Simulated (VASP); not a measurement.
Here is a VASP 6.6.1 calculation.

Contents of INCAR:

```
SYSTEM = SnBr4Cl
ALGO = Normal ; EDIFF = 1E-7
ENCUT = 520 ; GGA = PE
ISIF = 2 ; ISMEAR = 0
LASPH = .TRUE. ; LCHARG = .FALSE.
LREAL = .FALSE. ; LWAVE = .FALSE.
NBANDS = 34 ; NELM = 80
PREC = Accurate ; SIGMA = 0.1
```

Contents of KPOINTS:

```
k-points
0
G
  4 4 2
  0 0 0
```

Contents of POSCAR:

```
SnBr4Cl
1.0
    5.4713629312      0.0000000000      0.0000000000
    0.0000000000      5.4713629312      0.0000000000
    0.0000000000      0.0000000000      8.3948859406
Sn Br Cl
1 4 1
Direct
    0.0000000000      0.0000000000      0.0000000000
    0.5000000000      0.0000000000      0.0000000000
    0.0000000000      0.5000000000      0.0000000000
    0.0000000000      0.0000000000      0.3007916367
    0.0000000000      0.0000000000      0.6992083633
    0.5000000000      0.5000000000      0.5000000000
```

Potentials or basis: VASP PAW PBE potentials, release 64 (Sn_d, Br, Cl).

Run with:

```sh
$ cat potpaw_PBE.64/Sn_d/POTCAR potpaw_PBE.64/Br/POTCAR potpaw_PBE.64/Cl/POTCAR > POTCAR
$ mpirun -np 1 vasp_std > vasp.out
```

Question: Estimate the pressure.

Answer: 0.2 GPa.

Question: Predict the band gap on the k mesh.

Answer: Zero (an odd number of electrons rules out a gap without spin polarisation).

Stress tensor (GPa, compression positive):
```
0.23 0.00 0.00
0.00 0.23 0.00
0.00 0.00 0.08
```

Caveat: the k points lie up to 0.37 Å⁻¹ apart, too coarse for converged energies and pressures of a metal; spin-orbit coupling is left out, which moves the levels of the heavy elements; an odd number of electrons without spin polarisation forces a metal; a magnetic or distorted state may lie lower.
